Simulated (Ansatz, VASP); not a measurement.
# C in VASP and in Ansatz

The input POSCAR:

```
C
1.0
    2.6197200000      0.0000000000      0.0000000000
    0.0000000000      2.6197200000      0.0000000000
    0.0000000000      0.0000000000      2.6197200000
C
3
Direct
    0.0000000000      0.5000000000      0.5000000000
    0.5000000000      0.0000000000      0.5000000000
    0.5000000000      0.5000000000      0.0000000000
```

The input INCAR.step1:

```
ALGO = Normal
EDIFF = 1E-5
ENCUT = 520
GGA = PE
ISIF = 2
ISMEAR = -1
LASPH = True
LCHARG = False
LREAL = False
LWAVE = True
NBANDS = 13
NELM = 60
PREC = Accurate
SIGMA = 0.05
```

INCAR.step2

```
AEXX = 0.2
ALGO = Normal
EDIFF = 1E-6
ENCUT = 520
GGA = PE
HFSCREEN = 0.2
ISIF = 2
ISMEAR = -1
ISTART = 1
LASPH = True
LCHARG = False
LHFCALC = True
LREAL = False
LWAVE = False
NBANDS = 13
NELM = 60
PREC = Accurate
PRECFOCK = Normal
SIGMA = 0.05
```

The input KPOINTS:

```
k-points
0
Gamma
  5 5 5
```

Contents of input:

```
crystal:
  lattice:
    - [2.61972, 0.0, 0.0]
    - [0.0, 2.61972, 0.0]
    - [0.0, 0.0, 2.61972]
  atoms:
    - { symbol: C, position: [0.0, 0.5, 0.5] }
    - { symbol: C, position: [0.5, 0.0, 0.5] }
    - { symbol: C, position: [0.5, 0.5, 0.0] }
hamiltonian:
  xc: { exchange: pbe, correlation: pbe, exx: { coeff: 0.2, omega: 0.2 } }
  pseudopotentials: { kind: paw }
kpoints:
  mp_grid: { grid: [5, 5, 5] }
scf:
  occupations: { method: fermi_dirac, width: 0.05 }
output:
  forces: true
  stress: true
  eigenvalues: true
  write_density: true
  write_potential: true
  elf: true
  volumetric_format: npy
```

Alike in both runs: task single point; functional PBE-based screened hybrid with a share of 0.2 of exact exchange and HFSCREEN = 0.2; k mesh 5 × 5 × 5; occupations fermi-dirac, width 0.05 eV; no spin polarisation.

|  | VASP | Ansatz |
| --- | --- | --- |
| version | VASP 6.6.1 | Ansatz 0.2.0 |
| potentials or method | VASP PAW PBE potentials, release 64 (C) | Ansatz PAW |
| plane-wave cutoff (eV) | 520 | 420 |
| valence electrons in the cell | 12 | 12 |

```csv
,VASP,Ansatz,Ansatz less VASP
gap on the k mesh at the Fermi level (eV),none,none,-
pressure (GPa),-0.4,-0.4,0.00
```

VASP's potentials were made for PBE, not for PBE-based screened hybrid. A gap of «none» marks a metal or a gap that the smearing closes. The functional is the same, so the differences come from potentials, cutoffs and numerics.

The k mesh is coarse, so the values compare programs but aren't converged.
